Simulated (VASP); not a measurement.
Set up this calculation in VASP 6.6.1, as the native input.

| Property | Result |
| --- | --- |
| Task | relaxation of cell and atoms |
| Functional | PBE |
| Potentials or basis | VASP PAW PBE potentials, release 64 (B, P) |
| Cutoff | 600 eV |
| k mesh | 15 × 15 × 15 |
| Occupations | fermi-dirac, width 0.1 eV |
| Spin | no spin polarisation |
| Dipole correction | no |
| Further INCAR settings | ALGO = Normal; EDIFF = 1e-07; IBRION = 2; EDIFFG = -0.005; NSW = 60; ISIF = 3 |

The structure of BP (CsCl type) lies in POSCAR:

```
BP
1.0
    2.7144176166      0.0000000000      0.0000000000
    0.0000000000      2.7144176166      0.0000000000
    0.0000000000      0.0000000000      2.7144176166
B P
1 1
Direct
    0.0000000000      0.0000000000      0.0000000000
    0.5000000000      0.5000000000      0.5000000000
```

These files were run (other wordings do the same):

INCAR

```
PREC = Accurate ; ENCUT = 600
EDIFF = 1E-7 ; ISMEAR = -1
SIGMA = 0.1 ; LREAL = F
LASPH = T ; NELM = 60
ALGO = Normal ; ISIF = 3
LWAVE = F ; LCHARG = F
GGA = PE ; IBRION = 2
NSW = 60 ; EDIFFG = -0.005
```

KPOINTS

```
regular mesh
0
Gamma
  15 15 15
```

Potentials or basis: VASP PAW PBE potentials, release 64 (B, P).

The run is started by

```bash
$ cat potpaw_PBE.64/B/POTCAR potpaw_PBE.64/P/POTCAR > POTCAR
$ mpirun -np 1 vasp_std > vasp.out
```

It gave:

```
Pressure after relaxing : 0.0 GPa
```

Caveat: the relaxation stopped at its first step, so nothing moved.

Run time: 6.2 s on 1 thread of Intel(R) Xeon(R) 6975P-C (Granite Rapids) (shared host), peak memory 0.14 GiB.
